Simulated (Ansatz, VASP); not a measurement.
One calculation of CdSe, two programs

```
Cd Se
1.0
    -0.33454    3.34544    3.04131
     3.04131   -0.33454    3.04131
     2.70677    3.01090    0.00000
Cd Se
1 1
Cartesian
  0.0000 0.0000 0.0000
  4.0601 4.5163 4.5620
```

Change from the starting cell: engineering shear strain xz -0.2200, normal strain along z +0.1000.

Alike in both runs: task single point; functional PBEsol; k mesh 10 × 10 × 10; occupations gaussian, width 0.05 eV; no spin polarisation.

|  | VASP | Ansatz |
| --- | --- | --- |
| version | VASP 6.6.1 | Ansatz 0.2.0 |
| potentials or method | VASP PAW PBE potentials, release 64 (Cd, Se), cutoff 520 eV | scalar-relativistic, plane waves, PAW |
| valence electrons in the cell | 18 | 36 |

|  | VASP | Ansatz | Ansatz less VASP |
| --- | --- | --- | --- |
| gap on the k mesh at the Fermi level (eV) | 0.28 | 0.29 | +0.004 |
| least direct gap on the mesh (eV) | 0.28 | 0.29 | +0.004 |
| pressure (GPa) | -1.1 | -1.3 | -0.28 |
| traceless stress, the component that is largest in VASP (GPa) | 6.74 | 6.56 | -0.185 |
| rms of the force components (eV/Å) | 0.474 | 0.448 | -0.0267 |

VASP's potentials were made for PBE, not for PBEsol. Atom by atom the forces differ by 0.027 eV/Å (rms over components). VASP's potentials hold 18 valence electrons a cell and Ansatz's 36, so a difference there can come from the potentials and not from the codes.
